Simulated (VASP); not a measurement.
# Ni2H (R-3m) in VASP: single point with PBEsol

Aim: the single point of Ni2H with PBEsol.

All numbers are computed with VASP 6.6.1; they aren't measurements. Logs are shortened: lines on timing, memory, paths and dates and some standing lists are left out, and cuts for length are marked.

## Step 1: The cell of the first run

The structure is trigonal, space group R-3m (No. 166). The conventional cell has a = 2.528 Å, b = 2.528 Å, c = 12.426 Å, α = 90.00°, β = 90.00°, γ = 120.00°. Within 2.6 Å of Ni (site symmetry 3m) lie 3 H at 1.81 Å and 12 Ni at 2.48 to 2.59 Å. Within 2.4 Å of H (site symmetry -3m) lie 6 Ni at 1.81 Å.

## Step 2: Single point, PBEsol, collinear spin, ferromagnetic start

INCAR reads:

```
PREC = Accurate
ENCUT = 520
EDIFF = 1E-6
ISMEAR = -1
SIGMA = 0.1
LREAL = F
LASPH = T
NELM = 150
ALGO = Normal
ISIF = 2
LWAVE = F
LCHARG = F
ISPIN = 2
MAGMOM = 1.5 1.5 0
LORBIT = 11
LMAXMIX = 4
GGA = PS
NBANDS = 22
```

KPOINTS reads:

```
regular mesh
0
Gamma
  11 11 11
```

POSCAR reads:

```
Ni2H
1.0
    1.2642371800      0.7299076700      4.1420334200
   -1.2642371800      0.7299076700      4.1420334200
    0.0000000000     -1.4598153500      4.1420334200
Ni H
2 1
Direct
    0.7472690500      0.7472690500      0.7472690500
    0.2527309500      0.2527309500      0.2527309500
    0.5000000000      0.5000000000      0.5000000000
```

Potentials or basis: VASP PAW PBE potentials, release 64 (Ni, H).

The run is started by

```sh
> cat potpaw_PBE.64/Ni/POTCAR potpaw_PBE.64/H/POTCAR > POTCAR
> mpirun -np 1 vasp_std > vasp.out
```

OUTCAR:

```text
PREC = Accurate
   ENCUT = 520
   EDIFF = 1E-6
   ISMEAR = -1
   LREAL = F
   LASPH = T
   NELM = 150
   ISIF = 2
   ISPIN = 2
   LORBIT = 11
   GGA = PS

 ion  position               nearest neighbor table
   1  0.747  0.747  0.747-   3 1.81   3 1.81   3 1.81   2 2.48   2 2.48   2 2.48   2 2.59   2 2.59
                             2 2.59
   2  0.253  0.253  0.253-   3 1.81   3 1.81   3 1.81   1 2.48   1 2.48   1 2.48   1 2.59   1 2.59
                             1 2.59
   3  0.500  0.500  0.500-   2 1.81   1 1.81   2 1.81   2 1.81   1 1.81   1 1.81

  LATTYP: Found a trigonal (rhomboedric) cell.
 ALAT       =     4.3917538304
 COS(alpha) =     0.8342661831

  Lattice vectors:

 A1 = (   1.2642371800,   0.7299076700,   4.1420334200)
 A2 = (  -1.2642371800,   0.7299076700,   4.1420334200)
 A3 = (   0.0000000000,  -1.4598153500,   4.1420334200)

Analysis of symmetry for initial positions (statically):
=====================================================================
 Subroutine PRICEL returns:
 Original cell was already a primitive cell.

 Routine SETGRP: Setting up the symmetry group for a
 trigonal (rhombohedral) supercell.

 Subroutine GETGRP returns: Found 12 space group operations
 (whereof 12 operations were pure point group operations)
 out of a pool of 12 trial point group operations.

The static configuration has the point symmetry D_3d.

Analysis of symmetry for dynamics (positions and initial velocities):
=====================================================================
 Subroutine PRICEL returns:
 Original cell was already a primitive cell.

 Routine SETGRP: Setting up the symmetry group for a
 trigonal (rhombohedral) supercell.

 Subroutine GETGRP returns: Found 12 space group operations
 (whereof 12 operations were pure point group operations)
 out of a pool of 12 trial point group operations.

The dynamic configuration has the point symmetry D_3d.

Analysis of structural, dynamic, and magnetic symmetry:
=====================================================================
 Subroutine PRICEL returns:
 Original cell was already a primitive cell.

 Routine SETGRP: Setting up the symmetry group for a
 trigonal (rhombohedral) supercell.

 Subroutine GETGRP returns: Found 12 space group operations
 (whereof 12 operations were pure point group operations)
 out of a pool of 12 trial point group operations.

The overall configuration has the point symmetry D_3d.

 Subroutine INISYM returns: Found 12 space group operations
 (whereof 12 operations are pure point group operations),
 and found     1 'primitive' translations
[... 122 lines left out ...]
   GGA     = PS    functional components
   LHFCALC =     F    Hartree Fock is set to
   AEXX    =    0.0000 exact exchange contribution
   IVDW    =     0    specifies the selected vdW correction
   LEPSILON=     F    determine dielectric tensor
   LRPA    =     F    only Hartree local field effects (RPA)
 spin polarized calculation
  energy-cutoff  :      520.00
  volume of cell :       22.93
 maximum number of plane-waves:       636
 NGX is ok and might be reduce to    36
   NGX = 17   NGY = 17   NGZ = 17

 number of electron      20.9999999 magnetization       0.0006905

 number of electron      20.9999999 magnetization      -0.0012031

 Free energy of the ion-electron system (eV)
  ---------------------------------------------------
  ext. energy  EPLUGINS =         0.00000000
  ---------------------------------------------------
  free energy    TOTEN  =       -15.82720800 eV

  energy without entropy =      -15.71897637  energy(sigma->0) =      -15.77309218

 E-fermi :   9.3925     XC(G=0): -13.5537

 val. band max:        9.3918549494   @ k =   0.2727   0.1818   0.1818
 cond. band min:       9.3987412648   @ k =  -0.4545   0.3636   0.3636
 fundamental gap:      0.0068863154
 Fermi energy:         9.3924812833

 spin component 1

 k-point     1 :       0.0000    0.0000    0.0000
  band No.  band energies     occupation
      1      -2.1477      1.00000
      2       4.6177      1.00000
      3       6.4527      1.00000
      4       7.2657      1.00000
      5       7.2657      1.00000
      6       7.4118      1.00000
[... 589 lines left out ...]
     21      36.1376      0.00000
     22      37.6562      0.00000

 [... further k-points ...]

 spin component 2

 k-point     1 :       0.0000    0.0000    0.0000
  band No.  band energies     occupation
      1      -2.1477      1.00000
      2       4.6174      1.00000
      3       6.4527      1.00000
      4       7.2652      1.00000
      5       7.2652      1.00000
      6       7.4111      1.00000
[... 589 lines left out ...]
     21      36.1377      0.00000
     22      37.6562      0.00000

 [... further k-points ...]

------------------------ aborting loop because EDIFF is reached ----------------------------------------

  FORCE on cell =-STRESS in cart. coord.  units (eV):
  Direction    XX          YY          ZZ          XY          YZ          ZX
  --------------------------------------------------------------------------------------
  -------------------------------------------------------------------------------------
  Total       -0.2083522     -0.2083522     -0.2285013      0.0000000      0.0000000     -0.0000000
  in kB      -14.5561794    -14.5561793    -15.9638615      0.0000000      0.0000000     -0.0000000
  external PRESSURE =     -15.0254067 kB  Pullay stress =       0.0000000 kB

 VOLUME and BASIS-vectors are now :
 -----------------------------------------------------------------------------
  energy-cutoff  :      520.00
  volume of cell :       22.93
      direct lattice vectors                 reciprocal lattice vectors
     1.264237180  0.729907670  4.142033420     0.395495409  0.228339381  0.080475771
    -1.264237180  0.729907670  4.142033420    -0.395495409  0.228339381  0.080475771
     0.000000000 -1.459815350  4.142033420     0.000000000 -0.456678763  0.080475771

 POSITION                                       TOTAL-FORCE (eV/Angst)
 -----------------------------------------------------------------------------------
      0.00000     -0.00000      9.28564        -0.000000      0.000000     -0.025446
      0.00000     -0.00000      3.14046        -0.000000     -0.000000      0.025446
      0.00000     -0.00000      6.21305         0.000000     -0.000000     -0.000000
 -----------------------------------------------------------------------------------
    total drift:                                0.000000      0.000000      0.000000

  FREE ENERGIE OF THE ION-ELECTRON SYSTEM (eV)
  ---------------------------------------------------
  free  energy   TOTEN  =       -15.8272079963 eV

  energy  without entropy=      -15.7189763677  energy(sigma->0) =      -15.77309218

 total charge

# of ion       s       p       d       tot
------------------------------------------
    1        0.465   0.539   8.423   9.427
    2        0.465   0.539   8.423   9.427
    3        0.499   0.042   0.000   0.540
--------------------------------------------------
tot          1.428   1.120  16.846  19.394

 magnetization (x)

# of ion       s       p       d       tot
------------------------------------------
    1        0.000   0.000  -0.001  -0.001
    2        0.000   0.000  -0.001  -0.001
    3        0.000   0.000   0.000   0.000
--------------------------------------------------
tot          0.000   0.000  -0.001  -0.001
```

OSZICAR:

```text
N       E                     dE             d eps       ncg     rms          rms(c)
DAV:   1     0.100169805810E+03    0.10017E+03   -0.92657E+03 13808   0.133E+03
DAV:   2    -0.118136303217E+02   -0.11198E+03   -0.10331E+03 13130   0.240E+02
DAV:   3    -0.179438053058E+02   -0.61302E+01   -0.59471E+01 14954   0.638E+01
[... 11 lines left out ...]
DAV:  15    -0.158271766845E+02   -0.60990E-04   -0.66102E-05 18042   0.164E-01    0.300E-02
DAV:  16    -0.158271919234E+02   -0.15239E-04   -0.15731E-05 20126   0.620E-02    0.181E-02
DAV:  17    -0.158272068368E+02   -0.14913E-04   -0.34940E-05 17370   0.130E-01    0.383E-03
DAV:  18    -0.158272079817E+02   -0.11449E-05   -0.60930E-06 19370   0.302E-02    0.122E-03
DAV:  19    -0.158272079963E+02   -0.14550E-07   -0.17513E-07  7314   0.804E-03
   1 F= -.15827208E+02 E0= -.15773092E+02  d E =-.108232E+00  mag=     0.0002
```

Wall time 3.1 min (1 thread of Intel Xeon 6975P-C (Granite Rapids), shared host); peak memory 0.32 GiB.

What came out:

```
Free energy                                           : -15.8272 eV
Pressure                                              : -1.5 GPa
Largest force                                         : 0.025 eV/Å
Net moment                                            : 0.00 μB per cell
Valence electrons inside the program's atomic spheres : Ni 9.43; H 0.54
```

Forces in eV/Å, atoms in the order of the input:
```
Ni   0.000  0.000 -0.025
Ni   0.000  0.000  0.025
H    0.000  0.000  0.000
```

Levels at points of the mesh, in eV from the Fermi level:
Spin up:
| k point | band 7 | band 8 | band 9 | band 10 | band 11 | band 12 | band 13 | band 14 | band 15 | band 16 |
| --- | --- | --- | --- | --- | --- | --- | --- | --- | --- | --- |
| (0.00, 0.00, 0.00) | -1.98 | -1.92 | -0.98 | -0.98 | -0.24 | -0.24 | 4.82 | 14.85 | 22.66 | 23.03 |
Spin down:
```tsv
k point	band 7	band 8	band 9	band 10	band 11	band 12	band 13	band 14	band 15	band 16
(0.00, 0.00, 0.00)	-1.98	-1.92	-0.98	-0.98	-0.24	-0.24	4.82	14.85	22.66	23.03
```

Caveat: the moments typed at the start vanished in this run; the PAW data sets were made with another functional, which shifts forces and pressure a little.
